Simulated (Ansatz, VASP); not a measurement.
One calculation of Hf, two programs

File INCAR:

```
  PREC = Accurate
  ENCUT = 600
  EDIFF = 1E-6
  ISMEAR = -1
  SIGMA = 0.08
  LREAL = F
  LASPH = T
  NELM = 100
  ALGO = Normal
  ISIF = 3
  LWAVE = F
  LCHARG = F
  GGA = PE
  IBRION = 2
  NSW = 60
  EDIFFG = -0.005
```

KPOINTS

```
regular mesh
0
Gamma
  17 17 17
```

File POSCAR:

```
Hf
1.0
   -1.7800523908      1.7800523908      1.7800523908
    1.7800523908     -1.7800523908      1.7800523908
    1.7800523908      1.7800523908     -1.7800523908
Hf
1
Direct
    0.0000000000      0.0000000000      0.0000000000
```

Input for Ansatz:

```yaml
crystal:
  lattice:
    - [-1.7800523908, 1.7800523908, 1.7800523908]
    - [1.7800523908, -1.7800523908, 1.7800523908]
    - [1.7800523908, 1.7800523908, -1.7800523908]
  atoms:
    - { symbol: Hf, position: [0.0, 0.0, 0.0] }
kpoints:
  mp_grid: { grid: [17, 17, 17] }
scf:
  occupations: { method: fermi_dirac, width: 0.08 }
hamiltonian:
  xc: pbe
  pseudopotentials: { kind: paw }
output:
  forces: true
  stress: true
relax:
  f_tol: 0.005
  max_steps: 40
  cell: {}
```

Alike in both runs: task relaxation of cell and atoms; functional PBE; k mesh 17 × 17 × 17; occupations fermi-dirac, width 0.08 eV; no spin polarisation.

```csv
,VASP,Ansatz
version,VASP 6.6.1,Ansatz 0.2.0
potentials or method,"VASP PAW PBE potentials, release 64 (Hf_pv)","PAW with Ansatz's default frozen-core files, scalar-relativistic"
plane-wave cutoff (eV),600,420
valence electrons in the cell,10,26
```

Ansatz gave:

* relaxed volume (Å³/atom): 22.33
* relaxed cell length with the largest relative difference (Å): 3.073

Task: Which values does VASP return?

Result: Relaxed volume (Å³/atom): 22.26; relaxed cell length with the largest relative difference (Å): 3.069.

VASP's potentials hold 10 valence electrons a cell and Ansatz's 26, so a difference there can come from the potentials and not from the codes.

Spin-orbit coupling is off throughout.
